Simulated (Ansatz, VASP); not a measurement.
YN in VASP and in Ansatz

```
Y N
1.0
     0.00000    2.41387    2.41387
     2.41387    0.00000    2.41387
     2.41387    2.41387    0.00000
Y N
1 1
Direct
  0.00000 0.00000 0.00000
  0.50000 0.50000 0.50000
```

Change from the starting cell: volume scaled by 0.97.

Alike in both runs: task single point; functional PBE; k mesh 9 × 9 × 9; occupations fermi-dirac, width 0.03 eV; no spin polarisation.

|  | VASP | Ansatz |
| --- | --- | --- |
| version | VASP 6.6.1 | Ansatz 0.2.0 |
| potentials or method | VASP PAW PBE potentials, release 64 (Y_sv, N), cutoff 600 eV | all-electron LAPW, scalar-relativistic |

|  | VASP | Ansatz | Ansatz less VASP |
| --- | --- | --- | --- |
| pressure (GPa) | 8.2 | 8.6 | +0.33 |

Ansatz ran all-electron here, and VASP with PAW potentials.
